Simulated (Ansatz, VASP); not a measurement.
BaS: VASP beside Ansatz

```
CELL_PARAMETERS angstrom
0.00000 3.16630 3.18213
3.16630 0.00000 3.18213
3.16630 3.16630 0.00000
ATOMIC_POSITIONS crystal
Ba 0.00000 0.00000 0.00000
S 0.50000 0.50000 0.50000
```

Change from the starting cell: z stretched by +0.5 %, x and y held.

Alike in both runs: task single point; functional PBEsol; k mesh 8 × 8 × 8; non-collinear spin, spin-orbit coupling.

```csv
,VASP,Ansatz
version,VASP 6.6.1,Ansatz 0.2.0
potentials or method,"VASP PAW PBE potentials, release 64 (Ba_sv, S), cutoff 520 eV",all-electron LAPW
occupations,"gaussian, width 0.01 eV",fixed
```

VASP gave:

| Property | Result |
| --- | --- |
| pressure (GPa) | 0.4 |
| traceless stress, the component that is largest in VASP (GPa) | -0.30 |

Task: What did Ansatz give for the same quantities?

Result: Pressure (GPa): -0.3; traceless stress, the component that is largest in VASP (GPa): -0.28.

VASP's potentials were made for PBE, not for PBEsol. Ansatz ran all-electron here, and VASP with PAW potentials.
